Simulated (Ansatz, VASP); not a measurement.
**Ta4N: VASP beside Ansatz**

```xyz
5
Lattice="4.4073 0.0000 0.0000 0.0000 4.4073 0.0000 0.0000 0.0000 4.4073" Properties=species:S:1:pos:R:3 pbc="T T T"
Ta    1.1383    3.2689    3.2689
Ta    3.2689    1.1383    3.2689
Ta    3.2689    3.2689    1.1383
Ta    1.1383    1.1383    1.1383
N     0.0000    0.0000    0.0000
```

Change from the starting cell: species swapped into the SnI4 type (P-43m, No. 215).

Alike in both runs: functional PBE; k mesh 4 × 4 × 4; occupations gaussian, width 0.1 eV; no spin polarisation.

Ansatz relaxed the structure, and its values are those at the end. VASP's run is a single point on that final structure, the one shown.

|  | VASP | Ansatz |
| --- | --- | --- |
| version | VASP 6.6.1 | Ansatz 0.2.0 |
| potentials or method | VASP PAW PBE potentials, release 64 (Ta_sv_GW, N), cutoff 700 eV | scalar-relativistic, plane waves, PAW |
| valence electrons in the cell | 57 | 57 |

```tsv
	VASP	Ansatz	Ansatz less VASP
gap on the k mesh at the Fermi level (eV)	none	none	-
pressure (GPa)	-0.4	-0.2	+0.14
rms of the force components (eV/Å)	0.001	0.027	+0.0267
```

A gap of «none» marks a metal or a gap that the smearing closes. The functional is the same, so the differences come from potentials, cutoffs and numerics.

Neither program's run includes spin-orbit coupling.
